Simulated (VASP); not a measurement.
# SrTiO3 (Pm-3m) in VASP: notebook

Runs on SrTiO3. Level: PBEsol. Tasks: single point.

All numbers are computed with VASP 6.6.1; they aren't measurements. Logs are shortened: lines on timing, memory, paths and dates and some standing lists are left out, and cuts for length are marked.

## Step 1: The cell of the first run

Symmetry: Pm-3m, No. 221, cubic system. The conventional cell has a = 3.852 Å, b = 3.852 Å, c = 3.852 Å, α = 90.00°, β = 90.00°, γ = 90.00°. Sr (site symmetry m-3m) has 12 O at 2.72 Å and 8 Ti at 3.34 Å within 3.6 Å. Within 2.6 Å of Ti (site symmetry m-3m) lie 6 O at 1.93 Å. O (site symmetry 4/mmm) has 2 Ti at 1.93 Å within 2.6 Å.

## Step 2: Single point, PBEsol (11.43 Å³/atom)

INCAR reads:

```
PREC = Accurate ; ENCUT = 520
EDIFF = 1E-6 ; ISMEAR = -1
SIGMA = 0.05 ; LREAL = False
LASPH = True ; NELM = 100
ALGO = Normal ; ISIF = 2
LWAVE = False ; LCHARG = True
GGA = PS ; LELF = True
LVHAR = True ; NBANDS = 28
```

KPOINTS reads:

```
regular mesh
0
Gamma
  7 7 7
```

POSCAR reads:

```
SrTiO3
1.0
    3.8522232601      0.0000000000      0.0000000000
    0.0000000000      3.8522232601      0.0000000000
    0.0000000000      0.0000000000      3.8522232601
Sr Ti O
1 1 3
Direct
    0.0000000000      0.0000000000      0.0000000000
    0.5000000000      0.5000000000      0.5000000000
    0.0000000000      0.5000000000      0.5000000000
    0.5000000000      0.0000000000      0.5000000000
    0.5000000000      0.5000000000      0.0000000000
```

Potentials or basis: VASP PAW PBE potentials, release 64 (Sr_sv, Ti_sv, O).

On the command line:

```
$ cat potpaw_PBE.64/Sr_sv/POTCAR potpaw_PBE.64/Ti_sv/POTCAR potpaw_PBE.64/O/POTCAR > POTCAR
$ mpirun -np 1 vasp_std > vasp.out
```

OUTCAR:

```text
PREC = Accurate
   ENCUT = 520
   EDIFF = 1E-6
   ISMEAR = -1
   LREAL = False
   LASPH = True
   NELM = 100
   ISIF = 2
   GGA = PS

 ion  position               nearest neighbor table
   1  0.000  0.000  0.000-   3 2.72   4 2.72   5 2.72   3 2.72   4 2.72   3 2.72   5 2.72   3 2.72
                             4 2.72   5 2.72   4 2.72   5 2.72   2 3.34   2 3.34   2 3.34   2 3.34
   2  0.500  0.500  0.500-   3 1.93   4 1.93   5 1.93   5 1.93   4 1.93   3 1.93   1 3.34   1 3.34
                             1 3.34   1 3.34   1 3.34   1 3.34   1 3.34   1 3.34
   3  0.000  0.500  0.500-   2 1.93   2 1.93   1 2.72   1 2.72   1 2.72   1 2.72
   4  0.500  0.000  0.500-   2 1.93   2 1.93   1 2.72   1 2.72   1 2.72   1 2.72
   5  0.500  0.500  0.000-   2 1.93   2 1.93   1 2.72   1 2.72   1 2.72   1 2.72

  LATTYP: Found a simple cubic cell.
 ALAT       =     3.8522232601

  Lattice vectors:

 A1 = (   3.8522232601,   0.0000000000,   0.0000000000)
 A2 = (   0.0000000000,   3.8522232601,   0.0000000000)
 A3 = (   0.0000000000,   0.0000000000,   3.8522232601)

Analysis of symmetry for initial positions (statically):
=====================================================================
 Subroutine PRICEL returns:
 Original cell was already a primitive cell.

 Routine SETGRP: Setting up the symmetry group for a
 simple cubic supercell.

 Subroutine GETGRP returns: Found 48 space group operations
 (whereof 48 operations were pure point group operations)
 out of a pool of 48 trial point group operations.

The static configuration has the point symmetry O_h .

Analysis of symmetry for dynamics (positions and initial velocities):
=====================================================================
 Subroutine PRICEL returns:
 Original cell was already a primitive cell.

 Routine SETGRP: Setting up the symmetry group for a
 simple cubic supercell.

 Subroutine GETGRP returns: Found 48 space group operations
 (whereof 48 operations were pure point group operations)
 out of a pool of 48 trial point group operations.

The dynamic configuration has the point symmetry O_h .

 Subroutine INISYM returns: Found 48 space group operations
 (whereof 48 operations are pure point group operations),
 and found     1 'primitive' translations

----------------------------------------------------------------------------------------

                                     Primitive cell

  volume of cell :      57.1655
[... 90 lines left out ...]
   EDIFF  = 0.1E-05   stopping-criterion for ELM
   LREAL  =      F    real-space projection
   EDIFFG = 0.1E-04   stopping-criterion for IOM
   NSW    =      0    number of steps for IOM
   IBRION =     -1    ionic relax: 0-MD 1-quasi-New 2-CG
   NFREE  =      0    steps in history (QN), initial steepest desc. (CG)
   ISIF   =      2    stress and relaxation
   ISYM   =      2    0-nonsym 1-usesym 2-fastsym
   POTIM  = 0.5000    time-step for ionic-motion
   TEBEG  =    0.0;   TEEND  =   0.0 temperature during run
   PSTRESS=    0.0 pullay stress
   NELECT =      40.0000    total number of electrons
   NUPDOWN=      -1.0000    fix difference up-down
   EMIN   =  10.00;   EMAX   =-10.00  energy-range for DOS
   EFERMI =   0.00;   METHOD = LEGACY
   ISMEAR =    -1;   SIGMA  =   0.05  broadening in eV -4-tet -1-fermi 0-gaus
   EFERMI_NEDOS =   21; number of points for ismear=-14 and -15
   IALGO  =     38    algorithm
   IMIX   =      4    mixing-type and parameters
     AMIX     =   0.40;   BMIX     =  1.00
     AMIX_MAG =   1.60;   BMIX_MAG =  1.00
  volume/ion in A,a.u.               =      11.43        77.15
  Fermi-wavevector in a.u.,A,eV,Ry     =   1.453394  2.746517 28.740325  2.112354
  Thomas-Fermi vector in A             =   2.570666
   LORBIT       =      0    0 simple, 1 ext, 2 COOP (PROOUT), +10 PAW based schemes
   GGA     = PS    functional components
   LHFCALC =     F    Hartree Fock is set to
   AEXX    =    0.0000 exact exchange contribution
   IVDW    =     0    specifies the selected vdW correction
   LEPSILON=     F    determine dielectric tensor
   LRPA    =     F    only Hartree local field effects (RPA)
 non-spin polarized calculation
  energy-cutoff  :      520.00
  volume of cell :       57.17
 maximum number of plane-waves:      1551
 NGX is ok and might be reduce to    30
   NGX = 15   NGY = 15   NGZ = 15

 number of electron      40.0000029 magnetization

 Free energy of the ion-electron system (eV)
  ---------------------------------------------------
  ext. energy  EPLUGINS =         0.00000000
  ---------------------------------------------------
  free energy    TOTEN  =       -41.97357569 eV

  energy without entropy =      -41.97357569  energy(sigma->0) =      -41.97357569

 E-fermi :   5.2935     XC(G=0): -11.7587

 val. band max:        4.2967193499   @ k =   0.4286   0.4286   0.4286
 cond. band min:       6.2370237927   @ k =   0.0000   0.0000   0.0000
 fundamental gap:      1.9403044428
 Fermi energy:         5.2934937869

 k-point     1 :       0.0000    0.0000    0.0000
  band No.  band energies     occupation
      1     -51.6645      2.00000
      2     -28.1593      2.00000
      3     -28.0564      2.00000
      4     -28.0564      2.00000
      5     -28.0564      2.00000
      6     -13.1427      2.00000
[... 609 lines left out ...]
     27      13.0919      0.00000
     28      13.0919      0.00000

------------------------ aborting loop because EDIFF is reached ----------------------------------------

  FORCE on cell =-STRESS in cart. coord.  units (eV):
  Direction    XX          YY          ZZ          XY          YZ          ZX
  --------------------------------------------------------------------------------------
  -------------------------------------------------------------------------------------
  Total        2.4015740      2.4015740      2.4015740     -0.0000000     -0.0000000      0.0000000
  in kB       67.3088567     67.3088567     67.3088567     -0.0000000     -0.0000000      0.0000000
  external PRESSURE =      67.3088567 kB  Pullay stress =       0.0000000 kB

 VOLUME and BASIS-vectors are now :
 -----------------------------------------------------------------------------
  energy-cutoff  :      520.00
  volume of cell :       57.17
      direct lattice vectors                 reciprocal lattice vectors
     3.852223260  0.000000000  0.000000000     0.259590354  0.000000000  0.000000000
     0.000000000  3.852223260  0.000000000     0.000000000  0.259590354  0.000000000
     0.000000000  0.000000000  3.852223260     0.000000000  0.000000000  0.259590354

 POSITION                                       TOTAL-FORCE (eV/Angst)
 -----------------------------------------------------------------------------------
      0.00000      0.00000      0.00000         0.000000      0.000000      0.000000
      1.92611      1.92611      1.92611         0.000000      0.000000      0.000000
      0.00000      1.92611      1.92611         0.000000      0.000000      0.000000
      1.92611      0.00000      1.92611         0.000000      0.000000      0.000000
      1.92611      1.92611      0.00000         0.000000      0.000000      0.000000
 -----------------------------------------------------------------------------------
    total drift:                                0.000000      0.000000     -0.000000

  FREE ENERGIE OF THE ION-ELECTRON SYSTEM (eV)
  ---------------------------------------------------
  free  energy   TOTEN  =       -41.9735756942 eV

  energy  without entropy=      -41.9735756936  energy(sigma->0) =      -41.97357569
```

OSZICAR:

```text
N       E                     dE             d eps       ncg     rms          rms(c)
DAV:   1     0.430681939256E+03    0.43068E+03   -0.21431E+04  1120   0.160E+03
DAV:   2    -0.441425481386E+01   -0.43510E+03   -0.41435E+03  1268   0.444E+02
DAV:   3    -0.492874212612E+02   -0.44873E+02   -0.44482E+02  1584   0.137E+02
DAV:   4    -0.513944082294E+02   -0.21070E+01   -0.21025E+01  1652   0.252E+01
DAV:   5    -0.514432241889E+02   -0.48816E-01   -0.48800E-01  1496   0.336E+00    0.286E+01
DAV:   6    -0.420034461189E+02    0.94398E+01   -0.47093E+01  1608   0.647E+01    0.163E+01
DAV:   7    -0.420393373353E+02   -0.35891E-01   -0.64677E+00  1440   0.190E+01    0.119E+01
DAV:   8    -0.420917551377E+02   -0.52418E-01   -0.15982E+00  1308   0.137E+01    0.358E+00
DAV:   9    -0.419810931267E+02    0.11066E+00   -0.40342E-01  1316   0.685E+00    0.111E+00
DAV:  10    -0.419799939560E+02    0.10992E-02   -0.10041E-01  1400   0.210E+00    0.771E-01
DAV:  11    -0.419736311965E+02    0.63628E-02   -0.28170E-02  1680   0.163E+00    0.150E-01
DAV:  12    -0.419735825176E+02    0.48679E-04   -0.20008E-03  1336   0.554E-01    0.105E-01
DAV:  13    -0.419735889382E+02   -0.64206E-05   -0.63936E-04  1620   0.186E-01    0.563E-02
DAV:  14    -0.419735827091E+02    0.62291E-05   -0.46469E-05  1356   0.543E-02    0.293E-02
DAV:  15    -0.419735764201E+02    0.62889E-05   -0.14265E-05  1580   0.309E-02    0.161E-02
DAV:  16    -0.419735756646E+02    0.75556E-06   -0.10907E-05  1288   0.247E-02    0.215E-03
DAV:  17    -0.419735756942E+02   -0.29639E-07   -0.50064E-07   692   0.519E-03
   1 F= -.41973576E+02 E0= -.41973576E+02  d E =-.563846E-09
```

Run time: 38 s. Hardware: 1 thread of Intel Xeon Platinum 8259CL at 2.50GHz (Skylake/Cascade Lake), shared host; peak memory 0.19 GiB.

What came out:

| Property | Result |
| --- | --- |
| Free energy | -41.9736 eV |
| Pressure | 6.7 GPa |
| Band gap on the k mesh | 1.94 eV (least direct gap 2.20 eV) |

Levels at points of the mesh, in eV from the valence-band top:
| k point | band 16 | band 17 | band 18 | band 19 | band 20 | band 21 | band 22 | band 23 | band 24 | band 25 |
| --- | --- | --- | --- | --- | --- | --- | --- | --- | --- | --- |
| (0.00, 0.00, 0.00) | -1.19 | -1.19 | -0.26 | -0.26 | -0.26 | 1.94 | 1.94 | 1.94 | 4.69 | 4.69 |

Caveat: the cell stands under pressure; the PAW data sets were made with another functional, which shifts forces and pressure a little; an odd mesh through Γ misses points on the zone boundary, where band edges can lie.

## Step 3: Single point, PBEsol (11.79 Å³/atom)

This run uses another cell than the first one, of 11.79 Å³/atom.

INCAR reads:

```
ALGO = Normal
EDIFF = 1E-6
ENCUT = 520
GGA = PS
ISIF = 2
ISMEAR = -1
LASPH = True
LCHARG = False
LREAL = False
LWAVE = False
NBANDS = 28
NELM = 60
PREC = Accurate
SIGMA = 0.05
```

KPOINTS reads:

```
k-points
0
Gamma
  7 7 7
```

Edit POSCAR of step 2 so:

```diff
@@ -2,5 +2,5 @@
 1.0
-    3.8522232601      0.0000000000      0.0000000000
-    0.0000000000      3.8522232601      0.0000000000
-    0.0000000000      0.0000000000      3.8522232601
+    3.8919397018      0.0000000000      0.0000000000
+    0.0000000000      3.8919397018      0.0000000000
+    0.0000000000      0.0000000000      3.8919397018
 Sr Ti O
```

Potentials or basis: VASP PAW PBE potentials, release 64 (Sr_sv, Ti_sv, O).

On the command line:

```
$ cat potpaw_PBE.64/Sr_sv/POTCAR potpaw_PBE.64/Ti_sv/POTCAR potpaw_PBE.64/O/POTCAR > POTCAR
$ mpirun -np 1 vasp_std > vasp.out
```

Run time: 37 s. Hardware: 1 thread of Intel Xeon Platinum 8259CL at 2.50GHz (Skylake/Cascade Lake), shared host; peak memory 0.19 GiB.

Results (log left out):

```yaml
Free_energy: -42.0158 eV
Pressure: 0.6 GPa
Band_gap_on_the_k_mesh: 1.89 eV (least direct gap 2.17 eV)
```

Levels at points of the mesh, in eV from the valence-band top:
| k point | band 18 | band 19 | band 20 | band 21 | band 22 | band 23 |
| --- | --- | --- | --- | --- | --- | --- |
| (0.00, 0.00, 0.00) | -0.29 | -0.29 | -0.29 | 1.89 | 1.89 | 1.89 |

Caveat: the PAW data sets were made with another functional, which shifts forces and pressure a little; an odd mesh through Γ misses points on the zone boundary, where band edges can lie.

(Continued in part 2 of 2.)
